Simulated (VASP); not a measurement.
# Fe in VASP: notebook, part 2 of 3

VASP 6.6.1. Earlier steps stand in the parts before.

### 3 Single point, PBE, collinear spin, ferromagnetic start

This run uses another cell than the first one: it holds 1 atom, not 2.

The input, INCAR:

```
SYSTEM = Fe
PREC     = Accurate       ! precision mode
ENCUT    = 520            ! plane-wave cutoff, eV
EDIFF    = 1E-6           ! SCF threshold, eV
ISMEAR   = -1             ! smearing method
SIGMA    = 0.05           ! smearing width, eV
LREAL    = .False.        ! projectors in reciprocal space
LASPH    = .True.         ! aspherical terms in the spheres
NELM     = 150            ! most SCF steps
ALGO     = Normal         ! electronic algorithm
ISIF     = 2              ! what is computed and relaxed
LWAVE    = .False.        ! write WAVECAR
LCHARG   = .False.        ! write CHGCAR
ISPIN    = 2              ! spin polarisation
MAGMOM   = 2.655          ! initial moments
LORBIT   = 11             ! projections on sites
LMAXMIX  = 4              ! l up to which the mixer works
GGA      = PE             ! functional
NBANDS   = 14             ! bands
```

The input, KPOINTS:

```
regular mesh
0
Gamma
  24 24 24
  0 0 0
```

The input, POSCAR:

```
Fe
1.0
    0.0000000000      1.8208597540      1.8208597540
    1.8208597540      0.0000000000      1.8208597540
    1.8208597540      1.8208597540      0.0000000000
Fe
1
Direct
    0.0000000000      0.0000000000      0.0000000000
```

Potentials or basis: VASP PAW PBE potentials, release 64 (Fe).

On the command line:

```console
$ cat potpaw_PBE.64/Fe/POTCAR > POTCAR
$ mpirun -np 1 vasp_std > vasp.out
```

OUTCAR:

```text
SYSTEM = Fe
   PREC = Accurate
   ENCUT = 520
   EDIFF = 1E-6
   ISMEAR = -1
   LREAL = .False.
   LASPH = .True.
   NELM = 150
   ISIF = 2
   ISPIN = 2
   LORBIT = 11
   GGA = PE

 ion  position               nearest neighbor table
   1  0.000  0.000  0.000-

  LATTYP: Found a face centered cubic cell.
 ALAT       =     3.6417195080

  Lattice vectors:

 A1 = (   0.0000000000,   1.8208597540,   1.8208597540)
 A2 = (   1.8208597540,   0.0000000000,   1.8208597540)
 A3 = (   1.8208597540,   1.8208597540,   0.0000000000)

Analysis of symmetry for initial positions (statically):
=====================================================================
 Subroutine PRICEL returns:
 Original cell was already a primitive cell.

 Routine SETGRP: Setting up the symmetry group for a
 face centered cubic supercell.

 Subroutine GETGRP returns: Found 48 space group operations
 (whereof 48 operations were pure point group operations)
 out of a pool of 48 trial point group operations.

The static configuration has the point symmetry O_h .

Analysis of symmetry for dynamics (positions and initial velocities):
=====================================================================
 Subroutine PRICEL returns:
 Original cell was already a primitive cell.

 Routine SETGRP: Setting up the symmetry group for a
 face centered cubic supercell.

 Subroutine GETGRP returns: Found 48 space group operations
 (whereof 48 operations were pure point group operations)
 out of a pool of 48 trial point group operations.

The dynamic configuration has the point symmetry O_h .

Analysis of structural, dynamic, and magnetic symmetry:
=====================================================================
 Subroutine PRICEL returns:
 Original cell was already a primitive cell.

 Routine SETGRP: Setting up the symmetry group for a
 face centered cubic supercell.

 Subroutine GETGRP returns: Found 48 space group operations
 (whereof 48 operations were pure point group operations)
 out of a pool of 48 trial point group operations.

The overall configuration has the point symmetry O_h .

 Subroutine INISYM returns: Found 48 space group operations
 (whereof 48 operations are pure point group operations),
 and found     1 'primitive' translations

----------------------------------------------------------------------------------------

                                     Primitive cell

  volume of cell :      12.0742

  direct lattice vectors                    reciprocal lattice vectors
     0.000000000  1.820859754  1.820859754    -0.274595558  0.274595558  0.274595558
     1.820859754  0.000000000  1.820859754     0.274595558 -0.274595558  0.274595558
     1.820859754  1.820859754  0.000000000     0.274595558  0.274595558 -0.274595558

  length of vectors
     2.575084559  2.575084559  2.575084559     0.475613458  0.475613458  0.475613458

  position of ions in fractional coordinates (direct lattice)
     0.000000000  0.000000000  0.000000000

  ion indices of the primitive-cell ions
   primitive index   ion index
                 1           1

----------------------------------------------------------------------------------------

 KPOINTS: regular mesh

Automatic generation of k-mesh.
 Grid dimensions read from file:
[... 72 lines left out ...]
   ISYM   =      2    0-nonsym 1-usesym 2-fastsym
   POTIM  = 0.5000    time-step for ionic-motion
   TEBEG  =    0.0;   TEEND  =   0.0 temperature during run
   PSTRESS=    0.0 pullay stress
   NELECT =       8.0000    total number of electrons
   NUPDOWN=      -1.0000    fix difference up-down
   EMIN   =  10.00;   EMAX   =-10.00  energy-range for DOS
   EFERMI =   0.00;   METHOD = LEGACY
   ISMEAR =    -1;   SIGMA  =   0.05  broadening in eV -4-tet -1-fermi 0-gaus
   EFERMI_NEDOS =   21; number of points for ismear=-14 and -15
   IALGO  =     38    algorithm
   IMIX   =      4    mixing-type and parameters
     AMIX     =   0.40;   BMIX     =  1.00
     AMIX_MAG =   1.60;   BMIX_MAG =  1.00
  volume/ion in A,a.u.               =      12.07        81.48
  Fermi-wavevector in a.u.,A,eV,Ry     =   1.427201  2.697018 27.713725  2.036901
  Thomas-Fermi vector in A             =   2.547396
   LORBIT       =     11    0 simple, 1 ext, 2 COOP (PROOUT), +10 PAW based schemes
   GGA     = PE    functional components
   LHFCALC =     F    Hartree Fock is set to
   AEXX    =    0.0000 exact exchange contribution
   IVDW    =     0    specifies the selected vdW correction
   LEPSILON=     F    determine dielectric tensor
   LRPA    =     F    only Hartree local field effects (RPA)
 spin polarized calculation
  energy-cutoff  :      520.00
  volume of cell :       12.07
 maximum number of plane-waves:       335
   NGX =  9   NGY =  9   NGZ =  9

 number of electron       8.0000007 magnetization       2.5745413

 Free energy of the ion-electron system (eV)
  ---------------------------------------------------
  ext. energy  EPLUGINS =         0.00000000
  ---------------------------------------------------
  free energy    TOTEN  =        -8.08942201 eV

  energy without entropy =       -8.07958155  energy(sigma->0) =       -8.08450178

 E-fermi :   5.4528     XC(G=0): -12.7612

 val. band max:        5.4525776443   @ k =  -0.3750   0.0417   0.0000
 cond. band min:       5.4535644925   @ k =  -0.4583   0.3333   0.0000
 fundamental gap:      0.0009868483
 Fermi energy:         5.4528381459

 spin component 1

 k-point     1 :       0.0000    0.0000    0.0000
  band No.  band energies     occupation
      1      -2.8955      1.00000
      2       3.0177      1.00000
      3       3.0177      1.00000
      4       3.0177      1.00000
      5       3.9824      1.00000
      6       3.9824      1.00000
      7      27.1969      0.00000
      8      31.1975      0.00000
      9      31.1975      0.00000
     10      31.1975      0.00000
     11      33.9703      0.00000
     12      33.9703      0.00000
     13      33.9703      0.00000
     14      36.6194      0.00000
[... 379 lines left out ...]
      3       2.9084      1.00000
      4       4.3200      1.00000
      5       4.8828      0.99999
      6       5.3993      0.74465
      7      12.0944      0.00000
      8      25.6975      0.00000
      9      27.9660      0.00000
     10      28.6708      0.00000
     11      31.7132      0.00000
     12      32.2370      0.00000
     13      37.7247      0.00000
     14      46.2507      0.00000

 [... further k-points ...]

 spin component 2

 k-point     1 :       0.0000    0.0000    0.0000
  band No.  band energies     occupation
      1      -2.6632      1.00000
      2       5.3680      0.84504
      3       5.3681      0.84488
      4       5.3681      0.84487
      5       6.9592      0.00000
      6       6.9593      0.00000
      7      26.8124      0.00000
      8      31.5821      0.00000
      9      31.5821      0.00000
     10      31.5821      0.00000
     11      34.6965      0.00000
     12      34.6965      0.00000
     13      34.6965      0.00000
     14      35.9761      0.00000
[... 379 lines left out ...]
      3       5.4129      0.68973
      4       5.4524      0.50242
      5       7.7270      0.00000
      6       7.7665      0.00000
      7      13.5968      0.00000
      8      25.4210      0.00000
      9      28.6829      0.00000
     10      29.3730      0.00000
     11      32.3326      0.00000
     12      32.8834      0.00000
     13      38.2605      0.00000
     14      47.1066      0.00000

 [... further k-points ...]

------------------------ aborting loop because EDIFF is reached ----------------------------------------

  FORCE on cell =-STRESS in cart. coord.  units (eV):
  Direction    XX          YY          ZZ          XY          YZ          ZX
  --------------------------------------------------------------------------------------
  -------------------------------------------------------------------------------------
  Total       -0.0828699     -0.0828699     -0.0828699      0.0000000      0.0000000     -0.0000000
  in kB      -10.9963353    -10.9963353    -10.9963353      0.0000000      0.0000000     -0.0000000
  external PRESSURE =     -10.9963353 kB  Pullay stress =       0.0000000 kB

 VOLUME and BASIS-vectors are now :
 -----------------------------------------------------------------------------
  energy-cutoff  :      520.00
  volume of cell :       12.07
      direct lattice vectors                 reciprocal lattice vectors
     0.000000000  1.820859754  1.820859754    -0.274595558  0.274595558  0.274595558
     1.820859754  0.000000000  1.820859754     0.274595558 -0.274595558  0.274595558
     1.820859754  1.820859754  0.000000000     0.274595558  0.274595558 -0.274595558

 POSITION                                       TOTAL-FORCE (eV/Angst)
 -----------------------------------------------------------------------------------
      0.00000      0.00000      0.00000         0.000000     -0.000000     -0.000000
 -----------------------------------------------------------------------------------
    total drift:                                0.000000      0.000000      0.000000

  FREE ENERGIE OF THE ION-ELECTRON SYSTEM (eV)
  ---------------------------------------------------
  free  energy   TOTEN  =        -8.0894220132 eV

  energy  without entropy=       -8.0795815469  energy(sigma->0) =       -8.08450178

 total charge

# of ion       s       p       d       tot
------------------------------------------
    1        0.471   0.496   6.182   7.149

 magnetization (x)

# of ion       s       p       d       tot
------------------------------------------
    1       -0.017  -0.052   2.643   2.574
```

Wall time 2.4 min (1 thread of Intel Xeon Platinum 8488C (Sapphire Rapids), shared host); peak memory 0.22 GiB.

What came out:

```
Free energy                                           : -8.0894 eV
Pressure                                              : -1.1 GPa
Net moment                                            : 2.57 μB per cell
Site moments                                          : Fe +2.57 μB
Valence electrons inside the program's atomic spheres : Fe 7.15
```

### 4 Single point, PBE, collinear spin, antiferromagnetic start

The input, INCAR:

```
SYSTEM = Fe
ALGO     = Normal         ! electronic algorithm
EDIFF    = 1E-6           ! SCF threshold, eV
ENCUT    = 520            ! plane-wave cutoff, eV
GGA      = PE             ! functional
ISIF     = 2              ! what is computed and relaxed
ISMEAR   = -1             ! smearing method
ISPIN    = 2              ! spin polarisation
LASPH    = .True.         ! aspherical terms in the spheres
LCHARG   = .True.         ! write CHGCAR
LELF     = .True.         ! ELF
LMAXMIX  = 4              ! l up to which the mixer works
LORBIT   = 11             ! projections on sites
LREAL    = .False.        ! projectors in reciprocal space
LVHAR    = .True.       
LWAVE    = .False.        ! write WAVECAR
MAGMOM   = 1.537 -1.537   ! initial moments
NBANDS   = 19             ! bands
NELM     = 150            ! most SCF steps
PREC     = Accurate       ! precision mode
SIGMA    = 0.1            ! smearing width, eV
```

The input, KPOINTS:

```
k-points
0
Gamma
  7 7 5
  0 0 0
```

The input, POSCAR:

```
Fe
1.0
    2.4214045581      0.0000000000      0.0000000000
    0.0000000000      2.4214045581      0.0000000000
    0.0000000000      0.0000000000      3.6811567643
Fe
2
Direct
    1.0000000000      1.0000000000      0.0000000000
    0.5000000000      0.5000000000      0.5000000000
```

On the command line:

```console
$ cat potpaw_PBE.64/Fe/POTCAR > POTCAR
$ mpirun -np 1 vasp_std > vasp.out
```

Wall time 12 s (1 thread of Intel Xeon 6975P-C (Granite Rapids), shared host); peak memory 0.14 GiB.

It converged, with:

* Free energy: -16.3236 eV
* Pressure: -0.5 GPa
* Band gap on the k mesh: zero (filled and empty bands overlap)
* Net moment: 0.00 μB per cell
* Site moments: Fe +1.53, -1.53 μB
* Valence electrons inside the program's atomic spheres: Fe 7.37

Stress tensor (GPa, compression positive):
```
 0.24  0.00  0.00
 0.00  0.24  0.00
 0.00  0.00 -2.11
```

Levels at points of the mesh, in eV from the Fermi level:
Spin up:
```
           k point  band 4  band 5  band 6  band 7  band 8  band 9  band 10  band 11  band 12  band 13
(0.00, 0.00, 0.00)   -2.01   -1.73   -1.73   -0.74   -0.56    1.20     1.20     1.56     1.73     9.78
```
Spin down:
```
           k point  band 4  band 5  band 6  band 7  band 8  band 9  band 10  band 11  band 12  band 13
(0.00, 0.00, 0.00)   -2.01   -1.73   -1.73   -0.74   -0.56    1.20     1.20     1.56     1.73     9.78
```

Caveat: the k points lie up to 0.37 Å⁻¹ apart, too coarse for converged energies and pressures of a metal.

(Continued in part 3 of 3.)
